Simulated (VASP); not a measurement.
Runs of VASP 6.6.1 on GaN. The structure is that of space group P6_3mc (No. 186), or close to it. The cells are those of the table. 

```csv
task,potentials or basis,cell,cutoff (eV),second run,gap on the mesh (eV),pressure (GPa)
single point,"VASP PAW LDA potentials, release 64 (Ga_d, N)","a = 3.186, b = 3.186, c = 5.161 Å, angles 90.0, 90.0, 120.0°, 4 atoms",520,-,1.99,-3.9
single point,"VASP PAW LDA potentials, release 64 (Ga_d, N_h)","a = 3.186, b = 3.186, c = 5.161 Å, angles 90.0, 90.0, 120.0°, 4 atoms",910,hard_potentials,1.99,-3.8
single point,"VASP PAW LDA potentials, release 64 (Ga_d, N_h)","a = 3.167, b = 3.167, c = 5.177 Å, angles 90.0, 90.0, 120.0°, 4 atoms",910,hard_potentials,2.02,(a)
single point,"VASP PAW LDA potentials, release 64 (Ga_d, N)","a = 3.180, b = 3.180, c = 5.166 Å, angles 90.0, 90.0, 120.0°, 4 atoms",520,-,2.00,-3.5
relaxation of the atoms,"VASP PAW LDA potentials, release 64 (Ga_d, N)","atoms relaxed from a = 3.167, b = 3.167, c = 5.177 Å, angles 90.0, 90.0, 120.0°, 4 atoms",520,-,2.02,-2.3
relaxation of the atoms,"VASP PAW LDA potentials, release 64 (Ga_d, N)","atoms relaxed from a = 3.174, b = 3.174, c = 5.171 Å, angles 90.0, 90.0, 120.0°, 4 atoms",520,-,2.01,-2.9
relaxation of the atoms,"VASP PAW LDA potentials, release 64 (Ga_d, N)","atoms relaxed from a = 3.180, b = 3.180, c = 5.166 Å, angles 90.0, 90.0, 120.0°, 4 atoms",520,-,2.00,-3.4
single point,"VASP PAW LDA potentials, release 64 (Ga_d, N)","a = 3.174, b = 3.174, c = 5.171 Å, angles 90.0, 90.0, 120.0°, 4 atoms",520,-,2.01,-2.9
```

Alike in all rows: level LDA; no spin polarisation; k mesh 9 × 9 × 6; smearing gaussian 0.01 eV.

Q: Estimate the missing entries.

A: (a) -2.2.

Caveats: the cutoff is under 1.25 times the usual one of these potentials, so pressure, stress and relaxed cells hold a basis-set (Pulay) error (some runs).

A k mesh can miss the band edges, and the runs leave out spin-orbit coupling on Ga.
